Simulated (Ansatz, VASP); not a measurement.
## Al2O3 in VASP and in Ansatz

INCAR

```
PREC = Accurate
ENCUT = 520
EDIFF = 1E-7
ISMEAR = 0
SIGMA = 0.05
LREAL = False
LASPH = True
NELM = 80
ALGO = Normal
ISIF = 2
LWAVE = False
LCHARG = True
GGA = PE
IVDW = 12
LELF = True
LVHAR = True
NBANDS = 20
```

The input KPOINTS:

```
regular mesh
0
Gamma
  9 9 4
```

The input POSCAR:

```
Al2O3
1.0
    2.8959000000      0.0000000000      0.0000000000
   -1.4479500000      2.5079229668      0.0000000000
    0.0000000000      0.0000000000      7.9529000000
Al O
2 3
Direct
    0.0000000000      0.0000000000      0.1907358529
    0.0000000000      0.0000000000      0.8092641471
    0.3333333333      0.6666666667      0.2840924954
    0.6666666667      0.3333333333      0.0000000000
    0.3333333333      0.6666666667      0.7159075046
```

Input for Ansatz:

```yaml
crystal:
  lattice:
    - [2.8959, 0.0, 0.0]
    - [-1.44795, 2.5079229668, 0.0]
    - [0.0, 0.0, 7.9529]
  atoms:
    - { symbol: Al, position: [0.0, 0.0, 0.1907358529] }
    - { symbol: Al, position: [0.0, 0.0, 0.8092641471] }
    - { symbol: O, position: [0.3333333333, 0.6666666667, 0.2840924954] }
    - { symbol: O, position: [0.6666666667, 0.3333333333, 0.0] }
    - { symbol: O, position: [0.3333333333, 0.6666666667, 0.7159075046] }
basis:
  ecutwfc: 520.0
kpoints:
  mp_grid: { grid: [9, 9, 4] }
hamiltonian:
  xc: pbe
  pseudopotentials: { kind: paw, azcp: { folder: soft_1 } }
  dispersion: d3bj
scf:
  occupations: { method: gaussian, width: 0.05 }
output:
  forces: true
  stress: true
  eigenvalues: true
```

Alike in both runs: task single point; functional PBE; dispersion D3(BJ); k mesh 9 × 9 × 4; occupations gaussian, width 0.05 eV; no spin polarisation.

```csv
,VASP,Ansatz
version,VASP 6.6.1,Ansatz 0.2.0
potentials or method,"VASP PAW PBE potentials, release 64 (Al, O), cutoff 520 eV","scalar-relativistic, plane waves, PAW"
valence electrons in the cell,24,24
```

|  | VASP | Ansatz | Ansatz less VASP |
| --- | --- | --- | --- |
| gap on the k mesh at the Fermi level (eV) | 4.16 | 4.16 | 0.000 |
| least direct gap on the mesh (eV) | 4.16 | 4.16 | 0.000 |
| pressure (GPa) | -12.2 | -12.2 | 0.00 |
| traceless stress, the component that is largest in VASP (GPa) | -9.34 | -9.13 | +0.212 |
| rms of the force components (eV/Å) | 0.502 | 0.498 | -0.0042 |

Atom by atom the forces differ by 0.016 eV/Å (rms over components).
